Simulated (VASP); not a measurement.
# CS2 (Fm-3m) in VASP: vibrations by perturbation theory with PBEsol

Aim: the vibrations by perturbation theory of CS2 with PBEsol.

Program: VASP 6.6.1. These are calculated values, not measurements. Logs are shortened: lines on timing, memory, paths and dates and some standing lists are left out, and cuts for length are marked.

### Step 1. The cell of the first run

The structure is cubic, space group Fm-3m (No. 225). Conventional cell: a = 5.483 Å, b = 5.483 Å, c = 5.483 Å, α = 90.00°, β = 90.00°, γ = 90.00°. Within 3.1 Å of C (site symmetry m-3m) lie 8 S at 2.37 Å. Within 3.1 Å of S (site symmetry -43m) lie 4 C at 2.37 Å and 6 S at 2.74 Å.

### Step 2. Vibrations by perturbation theory, PBEsol

Contents of INCAR:

```
SYSTEM = CS2
PREC = Accurate ; ENCUT = 520
EDIFF = 1E-8 ; ISMEAR = -1
SIGMA = 0.15 ; LREAL = .False.
LASPH = .True. ; NELM = 80
ALGO = Normal ; ISIF = 2
LWAVE = .False. ; LCHARG = .True.
GGA = PS ; NBANDS = 15
IBRION = 8 ; NSW = 1
```

Contents of KPOINTS:

```
regular mesh
0
Gamma
  14 14 14
  0 0 0
```

Contents of POSCAR:

```
CS2
1.0
    0.0000000000      2.7417000000      2.7417000000
    2.7417000000      0.0000000000      2.7417000000
    2.7417000000      2.7417000000      0.0000000000
C S
1 2
Direct
    0.0000000000      0.0000000000      0.0000000000
    0.2500000000      0.2500000000      0.2500000000
    0.7500000000      0.7500000000      0.7500000000
```

Potentials or basis: VASP PAW PBE potentials, release 64 (C, S).

On the command line:

```bash
$ cat potpaw_PBE.64/C/POTCAR potpaw_PBE.64/S/POTCAR > POTCAR
$ mpirun -np 1 vasp_std > vasp.out
```

OUTCAR:

```text
SYSTEM = CS2
   PREC = Accurate
   ENCUT = 520
   EDIFF = 1E-8
   ISMEAR = -1
   LREAL = .False.
   LASPH = .True.
   NELM = 80
   ISIF = 2
   GGA = PS
   IBRION = 8
   NSW = 1

 ion  position               nearest neighbor table
   1  0.000  0.000  0.000-   3 2.37   3 2.37   3 2.37   2 2.37   3 2.37   2 2.37   2 2.37   2 2.37

   2  0.250  0.250  0.250-   1 2.37   1 2.37   1 2.37   1 2.37   3 2.74   3 2.74   3 2.74   3 2.74
                             3 2.74   3 2.74
   3  0.750  0.750  0.750-   1 2.37   1 2.37   1 2.37   1 2.37   2 2.74   2 2.74   2 2.74   2 2.74
                             2 2.74   2 2.74

  LATTYP: Found a face centered cubic cell.
 ALAT       =     5.4834000000

  Lattice vectors:

 A1 = (   0.0000000000,   2.7417000000,   2.7417000000)
 A2 = (   2.7417000000,   0.0000000000,   2.7417000000)
 A3 = (   2.7417000000,   2.7417000000,   0.0000000000)

Analysis of symmetry for initial positions (statically):
=====================================================================
 Subroutine PRICEL returns:
 Original cell was already a primitive cell.

 Routine SETGRP: Setting up the symmetry group for a
 face centered cubic supercell.

 Subroutine GETGRP returns: Found 48 space group operations
 (whereof 48 operations were pure point group operations)
 out of a pool of 48 trial point group operations.

The static configuration has the point symmetry O_h .

Analysis of symmetry for dynamics (positions and initial velocities):
=====================================================================
 Subroutine PRICEL returns:
 Original cell was already a primitive cell.

 Routine SETGRP: Setting up the symmetry group for a
 face centered cubic supercell.

 Subroutine GETGRP returns: Found 48 space group operations
 (whereof 48 operations were pure point group operations)
 out of a pool of 48 trial point group operations.

The dynamic configuration has the point symmetry O_h .

 Subroutine INISYM returns: Found 48 space group operations
 (whereof 48 operations are pure point group operations),
 and found     1 'primitive' translations

----------------------------------------------------------------------------------------

                                     Primitive cell

  volume of cell :      41.2183

  direct lattice vectors                    reciprocal lattice vectors
     0.000000000  2.741700000  2.741700000    -0.182368603  0.182368603  0.182368603
     2.741700000  0.000000000  2.741700000     0.182368603 -0.182368603  0.182368603
     2.741700000  2.741700000  0.000000000     0.182368603  0.182368603 -0.182368603

  length of vectors
     3.877349324  3.877349324  3.877349324     0.315871687  0.315871687  0.315871687

  position of ions in fractional coordinates (direct lattice)
     0.000000000  0.000000000  0.000000000
     0.250000000  0.250000000  0.250000000
     0.750000000  0.750000000  0.750000000

  ion indices of the primitive-cell ions
   primitive index   ion index
                 1           1
                 2           2
                 3           3

----------------------------------------------------------------------------------------

 KPOINTS: regular mesh

Automatic generation of k-mesh.
 Grid dimensions read from file:
 generate k-points for:   14   14   14

 Generating k-lattice:

  Cartesian coordinates                     Fractional coordinates (reciprocal lattice)
[... 109 lines left out ...]

 E-fermi :   7.0733     XC(G=0): -11.1745

 val. band max:        7.0683642380   @ k =   0.5000   0.1429   0.0000
 cond. band min:       7.1251787987   @ k =   0.5000   0.2143   0.0000
 fundamental gap:      0.0568145607
 Fermi energy:         7.0732894480

 k-point     1 :       0.0000    0.0000    0.0000
  band No.  band energies     occupation
      1     -10.2784      2.00000
      2      -2.7596      2.00000
      3       1.2703      2.00000
      4       2.9563      2.00000
      5       2.9563      2.00000
      6       2.9563      2.00000
      7       4.0502      2.00000
      8       4.0502      2.00000
      9       4.0502      2.00000
     10       8.7102      0.00004
     11       8.7102      0.00004
     12       8.7102      0.00004
     13      13.4782      0.00000
     14      13.4782      0.00000
[... 401 lines left out ...]
      2      -4.2541      2.00000
      3      -1.2101      2.00000
      4       1.3080      2.00000
      5       1.8044      2.00000
      6       3.9580      2.00000
      7       5.0290      2.00000
      8       5.6957      1.99979
      9       6.3890      1.97934
     10       8.0471      0.00303
     11       9.6208      0.00000
     12       9.6874      0.00000
     13      15.0870      0.00000
     14      15.8495      0.00000
     15      17.2210      0.00000

 [... further k-points ...]

------------------------ aborting loop because EDIFF is reached ----------------------------------------

  FORCE on cell =-STRESS in cart. coord.  units (eV):
  Direction    XX          YY          ZZ          XY          YZ          ZX
  --------------------------------------------------------------------------------------
  -------------------------------------------------------------------------------------
  Total       -0.1776980     -0.1776980     -0.1776980      0.0000000     -0.0000000     -0.0000000
  in kB       -6.9072199     -6.9072199     -6.9072199      0.0000000     -0.0000000     -0.0000000
  external PRESSURE =      -6.9072199 kB  Pullay stress =       0.0000000 kB

 VOLUME and BASIS-vectors are now :
 -----------------------------------------------------------------------------
  energy-cutoff  :      520.00
  volume of cell :       41.22
      direct lattice vectors                 reciprocal lattice vectors
     0.000000000  2.741700000  2.741700000    -0.182368603  0.182368603  0.182368603
     2.741700000  0.000000000  2.741700000     0.182368603 -0.182368603  0.182368603
     2.741700000  2.741700000  0.000000000     0.182368603  0.182368603 -0.182368603

 POSITION                                       TOTAL-FORCE (eV/Angst)
 -----------------------------------------------------------------------------------
      0.00000      0.00000      0.00000         0.000000     -0.000000      0.000000
      1.37085      1.37085      1.37085         0.000000      0.000000      0.000000
      4.11255      4.11255      4.11255        -0.000000     -0.000000     -0.000000
 -----------------------------------------------------------------------------------
    total drift:                               -0.000000      0.000000      0.000000

  FREE ENERGIE OF THE ION-ELECTRON SYSTEM (eV)
  ---------------------------------------------------
  free  energy   TOTEN  =       -12.2212488595 eV

  energy  without entropy=      -12.1158081271  energy(sigma->0) =      -12.16852849

[... ionic steps 2 to 3 ...]

--------------------------------------- Ionic step        4  -------------------------------------------

------------------------ aborting loop because EDIFF is reached ----------------------------------------

[... ionic steps 5 to 6 ...]

--------------------------------------- Ionic step        7  -------------------------------------------

 Free energy of the ion-electron system (eV)
  ---------------------------------------------------
  ---------------------------------------------------
  free energy    TOTEN  =        -0.09794328 eV

  energy without entropy =       -0.09794328

------------------------ aborting loop because EDIFF is reached ----------------------------------------

 INTERNAL STRAIN TENSOR  FOR ION    2  DIRECTION 1   (eV/Angst):
 -----------------------------------------------------------------------------
     0.00061  0.00000  0.00000
     0.00000 -0.00100 -0.52898
     0.00000 -0.52898 -0.00100

 INTERNAL STRAIN TENSOR FOR ION    3 for displacements in x,y,z  (eV/Angst):
          X           Y           Z          XY          YZ          ZX
  --------------------------------------------------------------------------------
  x     0.00000     0.00000     0.00000     0.00000     0.52898     0.00000
  y     0.00000     0.00000     0.00000     0.00000     0.00000     0.52898
  z     0.00000     0.00000     0.00000     0.52898     0.00000     0.00000

 SECOND DERIVATIVES (NOT SYMMETRIZED)
 ------------------------------------
               1X          1Y          1Z          2X          2Y          2Z          3X          3Y          3Z
  1X     6.124866    0.000000    0.000000   -3.062433    0.000000    0.000000   -3.062433    0.000000    0.000000
  1Y     0.000000    6.124866    0.000000    0.000000   -3.062433    0.000000    0.000000   -3.062433    0.000000
  1Z     0.000000    0.000000    6.124866    0.000000    0.000000   -3.062433    0.000000    0.000000   -3.062433
  2X    -3.049400    0.000000    0.000000    0.846680    0.000000    0.000000    2.202720    0.000000    0.000000
  2Y     0.000000   -3.049400    0.000000    0.000000    0.846680    0.000000    0.000000    2.202720    0.000000
  2Z     0.000000    0.000000   -3.049400    0.000000    0.000000    0.846680    0.000000    0.000000    2.202720
  3X    -3.049400    0.000000    0.000000    2.202720    0.000000    0.000000    0.846680    0.000000    0.000000
  3Y     0.000000   -3.049400    0.000000    0.000000    2.202720    0.000000    0.000000    0.846680    0.000000
  3Z     0.000000    0.000000   -3.049400    0.000000    0.000000    2.202720    0.000000    0.000000    0.846680

 Eigenvectors and eigenvalues of the dynamical matrix
 ----------------------------------------------------

   1 f  =    3.214878 THz    20.199677 2PiTHz  107.236801 cm-1    13.295663 meV
             X         Y         Z           dx          dy          dz
      0.000000  0.000000  0.000000     0.000000    0.000000    0.000000
      1.370850  1.370850  1.370850    -0.705194   -0.051378    0.007854
      4.112550  4.112550  4.112550     0.705194    0.051378   -0.007854
[... 43 lines left out ...]
   9 f/i=   12.160218 THz    76.404903 2PiTHz  405.621213 cm-1    50.290598 meV
             X         Y         Z           dx          dy          dz
      0.000000  0.000000  0.000000    -0.918049   -0.002926    0.000000
      1.370850  1.370850  1.370850     0.280335    0.000894    0.000000
      4.112550  4.112550  4.112550     0.280335    0.000894    0.000000

--------------------------------------------------------------------------------------------------------

 ELASTIC MODULI CONTR FROM IONIC RELAXATION (kBar)
 Direction    XX          YY          ZZ          XY          YZ          ZX
 --------------------------------------------------------------------------------
 XX          -0.0000     -0.0000     -0.0000     -0.0000     -0.0000     -0.0000
 YY          -0.0000     -0.0000     -0.0000     -0.0000     -0.0000     -0.0000
 ZZ          -0.0000     -0.0000     -0.0000     -0.0000     -0.0000     -0.0000
 XY          -0.0000     -0.0000     -0.0000    -16.0418     -0.0000      0.0000
 YZ          -0.0000     -0.0000     -0.0000     -0.0000    -16.0418     -0.0000
 ZX          -0.0000     -0.0000     -0.0000      0.0000     -0.0000    -16.0418
 --------------------------------------------------------------------------------
```

Wall time 15 min (1 thread of AMD EPYC 7R13, shared host); peak memory 0.56 GiB.

Results:

* Highest phonon frequency at Γ, LO-TO splitting left out: 107 cm⁻¹
* Most unstable mode: 406i cm⁻¹

Phonon frequencies in cm⁻¹ (negative: imaginary):
```csv
q point,frequencies
"(0.000, 0.000, 0.000)",-406 -406 -406 0 0 0 107 107 107
```

Caveat: some modes are imaginary; the PAW data sets were made with another functional, which shifts forces and pressure a little.
